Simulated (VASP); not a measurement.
A run of VASP 6.6.1 is set up as follows.

POSCAR

```
YAlP
1.0
    3.9474359519      0.0000000000      0.0000000000
    1.9737179760     -4.9546357628      0.0000000000
    0.0000000000      0.0000000000     -5.5272014692
Y P Al
2 2 2
Direct
    0.3111803213      0.3776393573      0.7500000000
    0.6888196787      0.6223606427      0.2500000000
    0.6072537258      0.7854925484      0.7500000000
    0.3927462742      0.2145074516      0.2500000000
    0.0000000000      0.0000000000      0.0000000000
    0.0000000000      0.0000000000      0.5000000000
```

The input INCAR.step1:

```
PREC = Accurate
ENCUT = 520
ISMEAR = 0
SIGMA = 0.2295
LREAL = False
LASPH = True
NELM = 80
NBANDS = 28
GGA = PE
ALGO = Normal
EDIFF = 1E-4
LWAVE = True
LCHARG = False
```

INCAR.step2

```
PREC = Accurate
ENCUT = 520
EDIFF = 1E-6
ISMEAR = 0
SIGMA = 0.2295
LREAL = False
LASPH = True
NELM = 80
ALGO = Normal
ISIF = 2
LWAVE = False
LCHARG = False
METAGGA = R2SCAN
LMIXTAU = True
NBANDS = 28
ISTART = 1
```

File KPOINTS:

```
regular mesh
0
Gamma
  6 6 4
```

Potentials or basis: VASP PAW PBE potentials, release 64 (Y_sv, P, Al).

Run with:

```sh
$ cat potpaw_PBE.64/Y_sv/POTCAR potpaw_PBE.64/P/POTCAR potpaw_PBE.64/Al/POTCAR > POTCAR
$ cp INCAR.step1 INCAR
$ mpirun -np 1 vasp_std > vasp.out
$ cp INCAR.step2 INCAR
$ mpirun -np 1 vasp_std > vasp.out
```

Task: Predict the pressure.

Result: 4.9 GPa.

Task: Estimate the largest force.

Result: 0.009 eV/Å.

Task: What does it give for the band gap on the k mesh?

Result: Zero (bands 19 and 20 overlap by 1.75 eV).

Forces on the atoms (eV/Å):
```
Y    0.000 -0.001  0.000
Y    0.000  0.001  0.000
P    0.000 -0.009  0.000
P    0.000  0.009  0.000
Al   0.000  0.000  0.000
Al   0.000  0.000  0.000
```

Caveat: the cell stands under pressure; the PAW data sets were made with another functional, which shifts forces and pressure a little.
